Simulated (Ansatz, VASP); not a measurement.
One calculation of C, two programs

Contents of POSCAR:

```
C
1.0
    2.4559134450      0.0000000000      0.0000000000
   -1.2279567225      2.1268834329      0.0000000000
    0.0000000000      0.0000000000      7.0106290262
C
4
Direct
    1.0000000000      1.0000000000      0.2500000000
    0.0000000000      0.0000000000      0.7500000000
    0.3333333333      0.6666666667      0.2500000000
    0.6666666667      0.3333333333      0.7500000000
```

File INCAR.step1:

```
ALGO = Normal
EDIFF = 1E-4
ENCUT = 520
GGA = PE
ISMEAR = -1
LASPH = True
LCHARG = False
LREAL = False
LWAVE = True
NBANDS = 16
NELM = 60
PREC = Accurate
SIGMA = 0.05
```

File INCAR.step2:

```
ALGO = Normal
EDIFF = 1E-6
ENCUT = 520
ISIF = 2
ISMEAR = -1
ISTART = 1
LASPH = True
LCHARG = False
LMIXTAU = True
LREAL = False
LWAVE = False
METAGGA = R2SCAN
NBANDS = 16
NELM = 60
PREC = Accurate
SIGMA = 0.05
```

KPOINTS

```
k-points
0
Gamma
  12 12 4
```

Input for Ansatz:

```yaml
crystal:
  lattice:
    - [2.455913445, 0.0, 0.0]
    - [-1.2279567225, 2.1268834329, 0.0]
    - [0.0, 0.0, 7.0106290262]
  atoms:
    - { symbol: C, position: [1.0, 1.0, 0.25] }
    - { symbol: C, position: [0.0, 0.0, 0.75] }
    - { symbol: C, position: [0.3333333333, 0.6666666667, 0.25] }
    - { symbol: C, position: [0.6666666667, 0.3333333333, 0.75] }
hamiltonian:
  xc: r2scan
  pseudopotentials:
    kind: paw
    azcp:
      C: "pseudopotentials/C.paw.azcp"
basis:
  ecutwfc: 500
  fft_grid_basis: typed
kpoints:
  mp_grid: { grid: [12, 12, 4], shift: [0, 0, 0] }
magnetization:
  spin_polarized: false
scf:
  occupations: { method: fermi_dirac, width: 0.05 }
  lower_state_search: "off"
output:
  stress: true
```

Alike in both runs: task single point; functional r2SCAN; k mesh 12 × 12 × 4; occupations fermi-dirac, width 0.05 eV; no spin polarisation.

|  | VASP | Ansatz |
| --- | --- | --- |
| version | VASP 6.6.1 | Ansatz 0.2.0 |
| potentials or method | VASP PAW PBE potentials, release 64 (C), cutoff 520 eV | plane waves (500 eV) with PAW, scalar-relativistic |
| valence electrons in the cell | 16 | 16 |

```tsv
	VASP	Ansatz	Ansatz less VASP
pressure (GPa)	0.7	0.0	-0.65
traceless stress, the component that is largest in VASP (GPa)	-0.74	0.02	+0.755
```

VASP's potentials were made for PBE, not for r2SCAN.
